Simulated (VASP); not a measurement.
CoSi: single point with PBEsol

CoSi:

```
CELL_PARAMETERS angstrom
2.79975 0.00000 0.00000
0.00000 2.79975 0.00000
0.00000 0.00000 2.79975
ATOMIC_POSITIONS crystal
Co 0.00000 0.00000 0.00000
Si 0.50000 0.50000 0.50000
```

This cell differs from its parent crystal: volume scaled by 1.02.

```yaml
Program: VASP 6.6.1
Task: single point
Functional: PBEsol
Potentials_or_basis: VASP PAW PBE potentials, release 64 (Co, Si)
Cutoff: 520 eV
k_mesh: 10 × 10 × 10
Occupations: fermi-dirac, width 0.05 eV
Spin: collinear spin, ferromagnetic start
Starting_moments: "[2.0, 0.0] μB"
Dipole_correction: no
Further_INCAR_settings: ALGO = Normal; EDIFF = 1e-07; NBANDS = 18
```

```
Pressure                                              : -10.2 GPa
Net moment                                            : 0.53 μB per cell
Site moments                                          : Co +0.54; Si +0.01 μB
Valence electrons inside the program's atomic spheres : Co 8.57; Si 1.56
```

Levels at points of the mesh, in eV from the Fermi level:
Spin up:
```csv
k point,band 5,band 6,band 7,band 8,band 9,band 10
"(0.00, 0.00, 0.00)",-1.54,-1.54,2.92,2.92,2.92,7.41
"(0.50, 0.00, 0.00)",-2.76,-1.40,-0.72,6.69,7.88,7.88
"(0.50, 0.50, 0.00)",-2.31,-2.31,-1.03,1.26,1.62,7.92
"(0.50, 0.50, 0.50)",-0.99,-0.99,1.29,1.29,1.29,3.35
```
Spin down:
| k point | band 3 | band 4 | band 5 | band 6 | band 7 | band 8 | band 9 | band 10 |
| --- | --- | --- | --- | --- | --- | --- | --- | --- |
| (0.00, 0.00, 0.00) | -3.47 | -1.16 | -1.16 | -1.16 | 2.94 | 2.94 | 2.94 | 7.65 |
| (0.50, 0.00, 0.00) | -2.66 | -2.45 | -2.45 | -1.01 | 0.05 | 6.69 | 7.97 | 7.97 |
| (0.50, 0.50, 0.00) | -5.17 | -3.71 | -1.97 | -1.97 | -0.20 | 1.59 | 2.07 | 7.92 |
| (0.50, 0.50, 0.50) | -5.70 | -1.77 | -0.16 | -0.16 | 1.32 | 1.32 | 1.32 | 3.61 |

Run time: 32 s on 1 thread of AMD EPYC 9R45 96-Core Processor (Zen 5), on a shared host, peak memory 0.14 GiB.

Caveat: the PAW data sets were made with another functional, which shifts forces and pressure a little.
